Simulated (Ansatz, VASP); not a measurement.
## BAs: VASP beside Ansatz

The input INCAR:

```
SYSTEM = BAs
PREC = Accurate ; ENCUT = 500
EDIFF = 1E-6 ; ISMEAR = 0
SIGMA = 0.05 ; LREAL = .False.
LASPH = .True. ; NELM = 120
ALGO = Normal ; ISIF = 2
LWAVE = .False. ; LCHARG = .False.
GGA = RP ; NBANDS = 11
GGA_COMPAT = .False.
```

KPOINTS

```
Automatic mesh
0
Gamma
  8 8 8
  0 0 0
```

POSCAR

```
BAs
1.0
    0.0000000000      2.4044055122      2.4044055122
    2.4044055122      0.0000000000      2.4044055122
    2.4044055122      2.4044055122      0.0000000000
B As
1 1
Direct
    0.0000000000      0.0000000000      0.0000000000
    0.7500000000      0.7500000000      0.7500000000
```

Input for Ansatz:

```yaml
crystal:
  lattice:
    - [0.0, 2.4044055122, 2.4044055122]
    - [2.4044055122, 0.0, 2.4044055122]
    - [2.4044055122, 2.4044055122, 0.0]
  atoms:
    - { symbol: B, position: [0.0, 0.0, 0.0] }
    - { symbol: As, position: [0.75, 0.75, 0.75] }
basis:
  ecutwfc: 420
  ecutrho_ratio: 4
kpoints:
  mp_grid: { grid: [8, 8, 8] }
hamiltonian:
  xc: rpbe
scf:
  occupations: { method: gaussian, width: 0.05 }
output:
  forces: true
  stress: true
  eigenvalues: true
```

Alike in both runs: task single point; functional RPBE; k mesh 8 × 8 × 8; occupations gaussian, width 0.05 eV; no spin polarisation.

|  | VASP | Ansatz |
| --- | --- | --- |
| version | VASP 6.6.1 | Ansatz 0.2.0 |
| potentials or method | VASP PAW PBE potentials, release 64 (B, As), cutoff 500 eV | scalar-relativistic, plane waves, PAW |
| valence electrons in the cell | 8 | 18 |

|  | VASP | Ansatz | Ansatz less VASP |
| --- | --- | --- | --- |
| gap on the k mesh at the Fermi level (eV) | 1.24 | 1.25 | +0.009 |
| least direct gap on the mesh (eV) | 3.25 | 3.26 | +0.007 |
| pressure (GPa) | 3.1 | 2.6 | -0.52 |

VASP's potentials were made for PBE, not for RPBE. The functional is the same, so the differences come from potentials, cutoffs and numerics. VASP's potentials hold 8 valence electrons a cell and Ansatz's 18, so a difference there can come from the potentials and not from the codes.
